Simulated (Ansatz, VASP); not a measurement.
One calculation of BN, two programs

```
N B
1.0
     0.00000    1.81300    1.81300
     1.81300    0.00000    1.81300
     1.81300    1.81300    0.00000
N B
1 1
Direct
  0.25000 0.25000 0.25000
  0.00000 0.00000 0.00000
```

Alike in both runs: task relaxation of cell and atoms; functional r2SCAN; k mesh 13 × 13 × 13; occupations fermi-dirac, width 0.05 eV; no spin polarisation.

```csv
,VASP,Ansatz
version,VASP 6.6.1,Ansatz 0.2.0
potentials or method,"VASP PAW PBE potentials, release 64 (N, B)",Ansatz PAW
plane-wave cutoff (eV),600,500
valence electrons in the cell,8,8
```

```csv
,VASP,Ansatz,Ansatz less VASP
"gap on the k mesh at the Fermi level, each at its own relaxed structure (eV)",5.06,5.08,+0.025
relaxed volume (Å³/atom),5.90,5.88,-0.018
relaxed length of the cell vector where the two differ most in proportion (Å),2.555,2.552,-0.0026
```

VASP's potentials were made for PBE, not for r2SCAN.

Noted on Ansatz's run: odd divisions of the mesh miss points on the zone boundary, where band edges often lie, so the gap on the mesh can be too wide; the plane-wave basis is chosen anew once the cell has moved, so the energies of steps on either side of that aren't comparable.
